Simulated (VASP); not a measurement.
A run of VASP 6.6.1:

INCAR

```
PREC = Accurate
ENCUT = 520
EDIFF = 1E-6
ISMEAR = -1
SIGMA = 0.06122561905347299
LREAL = F
LASPH = T
NELM = 100
ALGO = Normal
ISIF = 2
LWAVE = F
LCHARG = T
GGA = PE
LELF = T
LVHAR = T
NBANDS = 24
```

KPOINTS

```
Automatic mesh
0
Gamma
  26 26 26
```

The input POSCAR:

```
BiO3
1.0
    4.2555065357      0.0000000000      0.0000000000
    0.0000000000      4.2555065357      0.0000000000
    0.0000000000      0.0000000000      4.2555065357
Bi O
1 3
Direct
    0.0000000000      0.0000000000      0.0000000000
    0.5000000000      0.0000000000      0.0000000000
    0.0000000000      0.5000000000      0.0000000000
    0.0000000000      0.0000000000      0.5000000000
```

Potentials or basis: VASP PAW PBE potentials, release 64 (Bi_d, O).

The run is started by

```sh
$ cat potpaw_PBE.64/Bi_d/POTCAR potpaw_PBE.64/O/POTCAR > POTCAR
$ mpirun -np 1 vasp_std > vasp.out
```

Hardware: 1 thread of Intel(R) Xeon(R) 6975P-C (Granite Rapids), on a shared host.

Question: How long does it take, and how much memory?

Answer: Run time: 3.7 min on 1 thread of Intel(R) Xeon(R) 6975P-C (Granite Rapids), on a shared host, peak memory 0.86 GiB. Counts: scf iterations 13, k points 560.
